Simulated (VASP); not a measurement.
# Al2Te2O (P-3m1) in VASP: further runs

The runs below take Al2Te2O through single point, relaxation of cell and atoms, with PBE+D3(BJ).

Everything below comes from runs of VASP 6.6.1. Logs are shortened: lines on timing, memory, paths and dates and some standing lists are left out, and cuts for length are marked.

### Step 1. The cell of the first run

It takes space group P-3m1 (No. 164, trigonal). Conventional cell: a = 3.525 Å, b = 3.525 Å, c = 9.186 Å, α = 90.00°, β = 90.00°, γ = 120.00°. Within 3.1 Å of Al (site symmetry 3m) lie 3 O at 2.33 Å and 3 Te at 2.69 Å and 3 Al at 3.06 Å. Within 3.5 Å of Te (site symmetry 3m) lie 3 Al at 2.69 Å. O (site symmetry -3m) has 6 Al at 2.33 Å within 3.1 Å.

### Step 2. Single point, PBE+D3(BJ)

File INCAR:

```
SYSTEM = Al2Te2O
PREC = Accurate ; ENCUT = 520
EDIFF = 1E-7 ; ISMEAR = 0
SIGMA = 0.1 ; LREAL = .False.
LASPH = .True. ; NELM = 100
ALGO = Normal ; ISIF = 2
LWAVE = .False. ; LCHARG = .False.
GGA = PE ; IVDW = 12
NBANDS = 20
```

File KPOINTS:

```
Automatic mesh
0
Gamma
  12 12 4
  0 0 0
```

File POSCAR:

```
Al2Te2O
1.0
    3.5251997528      0.0000000000      0.0000000000
   -1.7625998764      3.0529125394      0.0000000000
    0.0000000000      0.0000000000      9.1860039383
Al Te O
2 2 1
Direct
    0.3333333333      0.6666666667      0.3758475926
    0.6666666667      0.3333333333      0.6241524074
    0.3333333333      0.6666666667      0.8154388380
    0.6666666667      0.3333333333      0.1845611620
    0.0000000000      0.0000000000      0.5000000000
```

Potentials or basis: VASP PAW PBE potentials, release 64 (Al, Te, O).

Command:

```console
> cat potpaw_PBE.64/Al/POTCAR potpaw_PBE.64/Te/POTCAR potpaw_PBE.64/O/POTCAR > POTCAR
> mpirun -np 1 vasp_std > vasp.out
```

OUTCAR:

```text
SYSTEM = Al2Te2O
   PREC = Accurate
   ENCUT = 520
   EDIFF = 1E-7
   ISMEAR = 0
   LREAL = .False.
   LASPH = .True.
   NELM = 100
   ISIF = 2
   GGA = PE
   IVDW = 12
 IVDW          = 12

 ion  position               nearest neighbor table
   1  0.333  0.667  0.376-   5 2.33   5 2.33   5 2.33   4 2.69   4 2.69   4 2.69   2 3.06   2 3.06
                             2 3.06
   2  0.667  0.333  0.624-   5 2.33   5 2.33   5 2.33   3 2.69   3 2.69   3 2.69   1 3.06   1 3.06
                             1 3.06
   3  0.333  0.667  0.815-   2 2.69   2 2.69   2 2.69
   4  0.667  0.333  0.185-   1 2.69   1 2.69   1 2.69
   5  0.000  0.000  0.500-   1 2.33   2 2.33   2 2.33   1 2.33   2 2.33   1 2.33

  LATTYP: Found a hexagonal cell.
 ALAT       =     3.5251997528
 C/A-ratio  =     2.6058108994

  Lattice vectors:

 A1 = (   3.5251997528,   0.0000000000,   0.0000000000)
 A2 = (  -1.7625998764,   3.0529125394,   0.0000000000)
 A3 = (   0.0000000000,   0.0000000000,   9.1860039383)

Analysis of symmetry for initial positions (statically):
=====================================================================
 Subroutine PRICEL returns:
 Original cell was already a primitive cell.

 Routine SETGRP: Setting up the symmetry group for a
 hexagonal supercell.

 Subroutine GETGRP returns: Found 12 space group operations
 (whereof 12 operations were pure point group operations)
 out of a pool of 24 trial point group operations.

The static configuration has the point symmetry D_3d.

Analysis of symmetry for dynamics (positions and initial velocities):
=====================================================================
 Subroutine PRICEL returns:
 Original cell was already a primitive cell.

 Routine SETGRP: Setting up the symmetry group for a
 hexagonal supercell.

 Subroutine GETGRP returns: Found 12 space group operations
 (whereof 12 operations were pure point group operations)
 out of a pool of 24 trial point group operations.

The dynamic configuration has the point symmetry D_3d.

 Subroutine INISYM returns: Found 12 space group operations
 (whereof 12 operations are pure point group operations),
 and found     1 'primitive' translations

----------------------------------------------------------------------------------------

                                     Primitive cell

  volume of cell :      98.8609

  direct lattice vectors                    reciprocal lattice vectors
     3.525199753  0.000000000  0.000000000     0.283671868  0.163778030  0.000000000
    -1.762599876  3.052912539  0.000000000     0.000000000  0.327556059  0.000000000
     0.000000000  0.000000000  9.186003938     0.000000000  0.000000000  0.108861264

  length of vectors
     3.525199753  3.525199753  9.186003938     0.327556059  0.327556059  0.108861264

  position of ions in fractional coordinates (direct lattice)
     0.333333333  0.666666667  0.375847593
     0.666666667  0.333333333  0.624152407
     0.333333333  0.666666667  0.815438838
     0.666666667  0.333333333  0.184561162
     0.000000000  0.000000000  0.500000000

  ion indices of the primitive-cell ions
   primitive index   ion index
                 1           1
                 2           2
                 3           3
                 4           4
                 5           5

----------------------------------------------------------------------------------------

 KPOINTS: Automatic mesh

Automatic generation of k-mesh.
 Grid dimensions read from file:
 generate k-points for:   12   12    4

 Generating k-lattice:

  Cartesian coordinates                     Fractional coordinates (reciprocal lattice)
     0.023639322  0.013648169  0.000000000     0.083333333  0.000000000  0.000000000
     0.000000000  0.027296338  0.000000000     0.000000000  0.083333333  0.000000000
     0.000000000  0.000000000  0.027215316     0.000000000  0.000000000  0.250000000

  Length of vectors
     0.027296338  0.027296338  0.027215316

  Shift w.r.t. Gamma in fractional coordinates (k-lattice)
     0.000000000  0.000000000  0.000000000

 Subroutine IBZKPT returns following result:
 ===========================================

 Found     69 irreducible k-points:

 Following reciprocal coordinates:
            Coordinates               Weight
  0.000000  0.000000  0.000000      1.000000
  0.083333  0.000000  0.000000      6.000000
  0.166667  0.000000  0.000000      6.000000
  0.250000  0.000000  0.000000      6.000000
  0.333333  0.000000  0.000000      6.000000
  0.416667  0.000000  0.000000      6.000000
[... 16 lines left out ...]
  0.166667  0.000000  0.250000      6.000000
  0.000000  0.166667  0.250000      6.000000
 [... further k-points ...]
   k-points           NKPTS =     69   k-points in BZ     NKDIM =     69   number of bands    NBANDS=     20
   number of dos      NEDOS =    301   number of ions     NIONS =      5
   total plane-waves  NPLWV =  54880
   dimension x,y,z NGX =    28 NGY =   28 NGZ =   70
   dimension x,y,z NGXF=    56 NGYF=   56 NGZF=  140
   ions per type =               2   2   1
   NGX,Y,Z   is equivalent  to a cutoff of  13.20, 13.20, 12.67 a.u.
   NGXF,Y,Z  is equivalent  to a cutoff of  26.41, 26.41, 25.34 a.u.
 SYSTEM =  Al2Te2O
   PREC   = accura    normal or accurate (medium, high low for compatibility)
   ISTART =      0    job   : 0-new  1-cont  2-samecut
   ICHARG =      2    charge: 1-file 2-atom 10-const
   ISPIN  =      1    spin polarized calculation?
   LNONCOLLINEAR =      F non collinear calculations
   LSORBIT =      F    spin-orbit coupling
   LASPH  =      T    aspherical Exc in radial PAW
   ENCUT  =  520.0 eV  38.22 Ry    6.18 a.u.   6.55  6.55 17.08*2*pi/ulx,y,z
   NELM   =    100;   NELMIN=  2; NELMDL= -5     # of ELM steps
   EDIFF  = 0.1E-06   stopping-criterion for ELM
   LREAL  =      F    real-space projection
   EDIFFG = 0.1E-05   stopping-criterion for IOM
   NSW    =      0    number of steps for IOM
   IBRION =     -1    ionic relax: 0-MD 1-quasi-New 2-CG
   NFREE  =      0    steps in history (QN), initial steepest desc. (CG)
   ISIF   =      2    stress and relaxation
   ISYM   =      2    0-nonsym 1-usesym 2-fastsym
   POTIM  = 0.5000    time-step for ionic-motion
   TEBEG  =    0.0;   TEEND  =   0.0 temperature during run
   PSTRESS=    0.0 pullay stress
   NELECT =      24.0000    total number of electrons
   NUPDOWN=      -1.0000    fix difference up-down
   EMIN   =  10.00;   EMAX   =-10.00  energy-range for DOS
   EFERMI =   0.00;   METHOD = LEGACY
   ISMEAR =     0;   SIGMA  =   0.10  broadening in eV -4-tet -1-fermi 0-gaus
   EFERMI_NEDOS =   21; number of points for ismear=-14 and -15
   IALGO  =     38    algorithm
   IMIX   =      4    mixing-type and parameters
     AMIX     =   0.40;   BMIX     =  1.00
     AMIX_MAG =   1.60;   BMIX_MAG =  1.00
  volume/ion in A,a.u.               =      19.77       133.43
  Fermi-wavevector in a.u.,A,eV,Ry     =   1.021262  1.929905 14.190540  1.042975
  Thomas-Fermi vector in A             =   2.154877
   LORBIT       =      0    0 simple, 1 ext, 2 COOP (PROOUT), +10 PAW based schemes
   GGA     = PE    functional components
   LHFCALC =     F    Hartree Fock is set to
   AEXX    =    0.0000 exact exchange contribution
   IVDW    =    12    specifies the selected vdW correction
   LEPSILON=     F    determine dielectric tensor
   LRPA    =     F    only Hartree local field effects (RPA)
 non-spin polarized calculation
 Gauss-broadening in eV      SIGMA  =   0.10
  energy-cutoff  :      520.00
  volume of cell :       98.86
 maximum number of plane-waves:      2723
 NGX is ok and might be reduce to    28
   NGX = 13   NGY = 13   NGZ = 35

 number of electron      24.0000004 magnetization

 Free energy of the ion-electron system (eV)
  ---------------------------------------------------
  ext. energy  EPLUGINS =         0.00000000
  ---------------------------------------------------
  free energy    TOTEN  =       -21.23979283 eV

  energy without entropy =      -21.23181625  energy(sigma->0) =      -21.23580454

 E-fermi :   7.5984     XC(G=0):  -9.9967

 val. band max:        7.5948860401   @ k =   0.3333   0.0833   0.0000
 cond. band min:       7.6065965432   @ k =  -0.0833   0.2500   0.2500
 fundamental gap:      0.0117105031
 Fermi energy:         7.5984469725

 k-point     1 :       0.0000    0.0000    0.0000
  band No.  band energies     occupation
      1     -12.1627      2.00000
      2      -5.5508      2.00000
      3      -5.3793      2.00000
      4       1.0856      2.00000
      5       1.3067      2.00000
      6       2.7118      2.00000
[... 12 lines left out ...]
     19      13.8389      0.00000
     20      13.8389      0.00000

 k-point     2 :       0.0833    0.0000    0.0000
  band No.  band energies     occupation
      1     -12.1379      2.00000
      2      -5.4618      2.00000
      3      -5.2846      2.00000
      4       1.1477      2.00000
      5       1.1863      2.00000
      6       2.6638      2.00000
[... 12 lines left out ...]
     19      13.6708      0.00000
     20      14.1075      0.00000

 k-point     3 :       0.1667    0.0000    0.0000
  band No.  band energies     occupation
      1     -12.0691      2.00000
      2      -5.2001      2.00000
      3      -5.0061      2.00000
      4       0.8245      2.00000
      5       1.3182      2.00000
      6       2.5371      2.00000
[... 12 lines left out ...]
     19      13.9467      0.00000
     20      14.3729      0.00000

 k-point     4 :       0.2500    0.0000    0.0000
  band No.  band energies     occupation
      1     -11.9726      2.00000
      2      -4.7853      2.00000
      3      -4.5645      2.00000
      4       0.3432      2.00000
      5       1.5291      2.00000
      6       2.3737      2.00000
[... 12 lines left out ...]
     19      13.4398      0.00000
     20      13.8985      0.00000

 k-point     5 :       0.3333    0.0000    0.0000
  band No.  band energies     occupation
      1     -11.8729      2.00000
      2      -4.2665      2.00000
      3      -4.0130      2.00000
      4      -0.1023      2.00000
      5       1.5861      2.00000
      6       2.2200      2.00000
[... 12 lines left out ...]
     19      13.3236      0.00000
     20      13.6788      0.00000

 k-point     6 :       0.4167    0.0000    0.0000
  band No.  band energies     occupation
      1     -11.7978      2.00000
      2      -3.7641      2.00000
      3      -3.4856      2.00000
      4      -0.4143      2.00000
      5       1.2708      2.00000
      6       1.7010      2.00000
[... 12 lines left out ...]
     19      13.4528      0.00000
     20      13.5407      0.00000

 k-point     7 :       0.5000    0.0000    0.0000
  band No.  band energies     occupation
      1     -11.7699      2.00000
      2      -3.5310      2.00000
      3      -3.2478      2.00000
      4      -0.5271      2.00000
      5       1.0438      2.00000
      6       1.2357      2.00000
[... 12 lines left out ...]
     19      13.4759      0.00000
     20      13.4928      0.00000
[... 277 lines left out ...]
 k-point    20 :       0.0000    0.0000    0.2500
  band No.  band energies     occupation
      1     -12.1626      2.00000
      2      -5.6292      2.00000
      3      -5.2885      2.00000
      4       0.6332      2.00000
      5       1.9223      2.00000
      6       2.7118      2.00000
[... 12 lines left out ...]
     19      13.8995      0.00000
     20      13.8995      0.00000

 k-point    21 :       0.0833    0.0000    0.2500
  band No.  band energies     occupation
      1     -12.1378      2.00000
      2      -5.5354      2.00000
      3      -5.1995      2.00000
      4       0.6995      2.00000
      5       1.6436      2.00000
      6       2.6638      2.00000
[... 12 lines left out ...]
     19      13.9548      0.00000
     20      14.1026      0.00000

 k-point    22 :       0.0000    0.0833    0.2500
  band No.  band energies     occupation
      1     -12.1378      2.00000
      2      -5.5352      2.00000
      3      -5.1998      2.00000
      4       0.6983      2.00000
      5       1.6521      2.00000
      6       2.6638      2.00000
[... 12 lines left out ...]
     19      13.9524      0.00000
     20      14.1608      0.00000

 k-point    23 :       0.1667    0.0000    0.2500
  band No.  band energies     occupation
      1     -12.0691      2.00000
      2      -5.2597      2.00000
      3      -4.9374      2.00000
      4       0.8052      2.00000
      5       1.1895      2.00000
      6       2.5372      2.00000
[... 12 lines left out ...]
     19      13.8468      0.00000
     20      14.4617      0.00000

 k-point    24 :       0.0000    0.1667    0.2500
  band No.  band energies     occupation
      1     -12.0691      2.00000
      2      -5.2578      2.00000
      3      -4.9398      2.00000
      4       0.7858      2.00000
      5       1.2387      2.00000
      6       2.5373      2.00000
[... 12 lines left out ...]
     19      13.7467      0.00000
     20      14.3511      0.00000

 [... further k-points ...]

------------------------ aborting loop because EDIFF is reached ----------------------------------------

 Edisp (eV)   -1.74904

 E8    (eV) :    -0.7688

  FORCE on cell =-STRESS in cart. coord.  units (eV):
  Direction    XX          YY          ZZ          XY          YZ          ZX
  --------------------------------------------------------------------------------------
  -------------------------------------------------------------------------------------
  Total       0.03752     0.03752     0.05828     0.00000     0.00000     0.00000
  in kB       0.60808     0.60808     0.94454     0.00000     0.00000     0.00000
  external pressure =        0.72 kB  Pullay stress =        0.00 kB

 VOLUME and BASIS-vectors are now :
 -----------------------------------------------------------------------------
  energy-cutoff  :      520.00
  volume of cell :       98.86
      direct lattice vectors                 reciprocal lattice vectors
     3.525199753  0.000000000  0.000000000     0.283671868  0.163778030  0.000000000
    -1.762599876  3.052912539  0.000000000     0.000000000  0.327556059  0.000000000
     0.000000000  0.000000000  9.186003938     0.000000000  0.000000000  0.108861264

 POSITION                                       TOTAL-FORCE (eV/Angst)
 -----------------------------------------------------------------------------------
     -0.00000      2.03528      3.45254        -0.000000      0.000000      0.026096
      1.76260      1.01764      5.73347         0.000000      0.000000     -0.026096
     -0.00000      2.03528      7.49062        -0.000000     -0.000000      0.028247
      1.76260      1.01764      1.69538         0.000000      0.000000     -0.028247
      0.00000      0.00000      4.59300        -0.000000      0.000000     -0.000000
 -----------------------------------------------------------------------------------
    total drift:                               -0.000000     -0.000000     -0.000000

  FREE ENERGIE OF THE ION-ELECTRON SYSTEM (eV)
  ---------------------------------------------------
  free  energy   TOTEN  =       -22.9888311392 eV

  energy  without entropy=      -22.9808545582  energy(sigma->0) =      -22.98484285
```

It took 2.3 min on 1 thread of Intel Xeon Platinum 8259CL at 2.50GHz (Skylake/Cascade Lake), shared host; peak memory 0.31 GiB.

What came out:

| Item | Value |
| --- | --- |
| Free energy | -22.9888 eV |
| Pressure | 0.1 GPa |
| Largest force | 0.028 eV/Å |
| Band gap on the k mesh | zero (band 12 reaches 8.78 eV, above the bottom of band 13 at 6.85 eV) |
| Dispersion energy per atom | -0.350 eV |

Forces in eV/Å, atoms in the order of the input:
```
Al   0.000  0.000  0.026
Al   0.000  0.000 -0.026
Te   0.000  0.000  0.028
Te   0.000  0.000 -0.028
O    0.000  0.000  0.000
```

Caveat: spin-orbit coupling is left out, which moves the levels of the heavy elements.

[end of part 1 of 2]
